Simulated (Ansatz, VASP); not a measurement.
One calculation of ZnInGaO4, two programs

```
Zn In Ga O
1.0
     1.67809    0.96885    8.70368
    -1.67809    0.96885    8.70368
     0.00000   -1.93770    8.70368
Zn In Ga O
1 1 1 4
Direct
  0.21881 0.21881 0.21881
  0.00308 0.00308 0.00308
  0.78705 0.78705 0.78705
  0.29527 0.29527 0.29527
  0.71123 0.71123 0.71123
  0.12104 0.12104 0.12104
  0.86353 0.86353 0.86353
```

Alike in both runs: functional PBE; k mesh 9 × 9 × 9; occupations gaussian, width 0.02 eV; no spin polarisation.

Ansatz relaxed the structure, and its values are those at the end. VASP's run is a single point on that final structure, the one shown.

|  | VASP | Ansatz |
| --- | --- | --- |
| version | VASP 6.6.1 | Ansatz 0.2.0 |
| potentials or method | VASP PAW PBE potentials, release 64 (Zn, In_d, Ga_d, O), cutoff 520 eV | scalar-relativistic, plane waves, PAW |
| valence electrons in the cell | 62 | 62 |

|  | VASP | Ansatz | Ansatz less VASP |
| --- | --- | --- | --- |
| gap on the k mesh at the Fermi level (eV) | 1.09 | 1.11 | +0.017 |
| least direct gap on the mesh (eV) | 1.09 | 1.11 | +0.017 |
| pressure (GPa) | 0.6 | 0.0 | -0.63 |
| rms of the force components (eV/Å) | 0.004 | 0.001 | -0.0033 |

The functional is the same, so the differences come from potentials, cutoffs and numerics.
